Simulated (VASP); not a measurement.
Here is a VASP 6.6.1 calculation.

Contents of INCAR:

```
SYSTEM = ZnSe
PREC = Accurate
ENCUT = 520
EDIFF = 1E-7
ISMEAR = 0
SIGMA = 0.02
LREAL = .FALSE.
LASPH = .TRUE.
NELM = 100
ALGO = Normal
ISIF = 2
LWAVE = .FALSE.
LCHARG = .FALSE.
GGA = PE
NBANDS = 16
```

Contents of KPOINTS:

```
regular mesh
0
G
  8 8 8
  0 0 0
```

Contents of POSCAR:

```
ZnSe
1.0
    0.0000000000      2.9221289247      2.9221289247
    2.9221289247      0.0000000000      2.9221289247
    2.9221289247      2.9221289247      0.0000000000
Zn Se
1 1
Direct
    0.0000000000      0.0000000000      0.0000000000
    0.2500000000      0.2500000000      0.2500000000
```

Potentials or basis: VASP PAW PBE potentials, release 64 (Zn, Se).

Run with:

```sh
$ cat potpaw_PBE.64/Zn/POTCAR potpaw_PBE.64/Se/POTCAR > POTCAR
$ mpirun -np 1 vasp_std > vasp.out
```

Q: Estimate the pressure.

A: -2.7 GPa.

Q: What does it give for the band gap on the k mesh?

A: 0.93 eV, direct.
